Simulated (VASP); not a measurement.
Set up this calculation in VASP 6.6.1, as the native input.

```
Task                   : single point
Functional             : PBE
Dispersion             : D3(BJ)
Potentials or basis    : VASP PAW PBE potentials, release 64 (H, Cl, F)
Cutoff                 : 520 eV
k mesh                 : 6 × 6 × 4
Occupations            : gaussian, width 0.1 eV
Spin                   : no spin polarisation
Dipole correction      : no
Further INCAR settings : ALGO = Normal; EDIFF = 1e-07; NBANDS = 19
```

The structure of HClF2 lies in POSCAR:

```
HClF2
1.0
    3.2084275300      0.0000000000      0.0000000000
    0.0000000000      3.2991248300      0.0000000000
    0.0000000000      0.0000000000      5.7519173100
H Cl F
1 1 2
Direct
    0.0000000000      0.0000000000      0.0000000000
    0.5000000000      0.5000000000      0.5000000000
    0.0000000000      0.5000000000      0.7404888900
    0.0000000000      0.5000000000      0.2595111100
```

The cell was built from a structure type or drawn by symmetry, and may not be a known phase.

These files were run (other wordings do the same):

INCAR

```
PREC = Accurate
ENCUT = 520
EDIFF = 1E-7
ISMEAR = 0
SIGMA = 0.1
LREAL = False
LASPH = True
NELM = 60
ALGO = Normal
ISIF = 2
LWAVE = False
LCHARG = True
GGA = PE
IVDW = 12
LELF = True
LVHAR = True
NBANDS = 19
```

KPOINTS

```
Automatic mesh
0
Gamma
  6 6 4
```

Potentials or basis: VASP PAW PBE potentials, release 64 (H, Cl, F).

Run with:

```sh
$ cat potpaw_PBE.64/H/POTCAR potpaw_PBE.64/Cl/POTCAR potpaw_PBE.64/F/POTCAR > POTCAR
$ mpirun -np 1 vasp_std > vasp.out
```

It gave:

The pressure is -0.2 GPa, the largest force is 0.846 eV/Å and the band gap on the k mesh is zero (bands 11 and 12 overlap by 1.20 eV). The dispersion energy per atom is -0.070 eV.

Run time: 74 s on 1 thread of Intel Xeon 8259CL, with other jobs on the host, peak memory 0.21 GiB.
